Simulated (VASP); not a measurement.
## Ge: single point with r2SCAN

The system is Ge.

```
Ge
1.0
     0.00000    2.83670    2.83670
     2.83670    0.00000    2.83670
     2.83670    2.83670    0.00000
Ge
2
Direct
  0.00000 0.00000 0.00000
  0.25000 0.25000 0.25000
```

```json
{
  "Program": "VASP 6.6.1",
  "Task": "single point",
  "Functional": "r2SCAN",
  "Potentials or basis": "VASP PAW PBE potentials, release 64 (Ge_d)",
  "Cutoff": "520 eV",
  "k mesh": "8 × 8 × 8",
  "Occupations": "gaussian, width 0.05 eV",
  "Spin": "no spin polarisation",
  "Dipole correction": "no",
  "Further INCAR settings": "ALGO = Normal; EDIFF = 1e-06; NBANDS = 21"
}
```

```yaml
Pressure: 0.1 GPa
Band_gap_on_the_k_mesh: 0.32 eV, direct
```

Levels at points of the mesh, in eV from the valence-band top:
```csv
k point,band 11,band 12,band 13,band 14,band 15,band 16,band 17,band 18
"(0.00, 0.00, 0.00)",-13.24,0.00,0.00,0.00,0.32,2.71,2.71,2.71
"(0.50, 0.00, 0.00)",-11.07,-7.83,-1.47,-1.47,0.42,3.99,3.99,7.65
"(0.50, 0.50, 0.00)",-9.18,-9.18,-3.20,-3.20,0.98,0.98,10.03,10.03
```

Wall time 79 s on 1 thread of AMD EPYC 7R13 Processor (Zen 3), on a shared host, peak memory 0.15 GiB.

Caveat: the PAW data sets were made with another functional, which shifts forces and pressure a little. A k mesh can miss the band edges.
